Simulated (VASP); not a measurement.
Write the native input for VASP 6.6.1 that does the following.

* Task: relaxation of cell and atoms
* Functional: PBE
* Dispersion: D4
* Potentials or basis: VASP PAW PBE potentials, release 64 (Cu)
* Cutoff: 600 eV
* k mesh: 11 × 11 × 11
* Occupations: fermi-dirac, width 0.05 eV
* Spin: no spin polarisation
* Dipole correction: no
* Further INCAR settings: ALGO = Normal; EDIFF = 1e-06; IBRION = 2; EDIFFG = -0.02; NSW = 80; ISIF = 3

The structure of Cu lies in POSCAR:

```
Cu
1.0
    1.2184636900     -3.9763780104      0.0000000000
    1.2184636900      3.9763780104      0.0000000000
    0.0000000000      0.0000000000      2.4754955235
Cu
2
Direct
    0.8661333500      0.1338666500      0.7500000000
    0.1338666500      0.8661333500      0.2500000000
```

These files were run (other wordings do the same):

INCAR

```
SYSTEM = Cu
PREC = Accurate ; ENCUT = 600
EDIFF = 1E-6 ; ISMEAR = -1
SIGMA = 0.05 ; LREAL = .False.
LASPH = .True. ; NELM = 80
ALGO = Normal ; ISIF = 3
LWAVE = .False. ; LCHARG = .False.
GGA = PE ; IVDW = 13
IBRION = 2 ; NSW = 80
EDIFFG = -0.02
```

KPOINTS

```
regular mesh
0
Gamma
  11 11 11
  0 0 0
```

Potentials or basis: VASP PAW PBE potentials, release 64 (Cu).

Launch:

```bash
$ cat potpaw_PBE.64/Cu/POTCAR > POTCAR
$ mpirun -np 1 vasp_std > vasp.out
```

It gave:

```json
{
  "Relaxed volume": "12.02 Å³/atom",
  "Relaxed cell": "a = 4.150 Å, b = 4.150 Å, c = 2.485 Å, α = 90.00°, β = 90.00°, γ = 145.81°",
  "Space group after relaxing (to 0.1 Å)": "Cmcm (No. 63)",
  "Energy gained by relaxing": "0.2 meV/atom",
  "Ionic steps": "4",
  "Pressure after relaxing": "0.1 GPa",
  "Largest force after relaxing": "0.009 eV/Å",
  "Band gap on the k mesh": "zero (bands 11 and 12 overlap by 5.45 eV)",
  "Dispersion energy per atom": "-0.552 eV"
}
```

It took 87 s on 1 thread of Intel(R) Xeon(R) 6975P-C (Granite Rapids), on a shared host, peak memory 0.23 GiB.
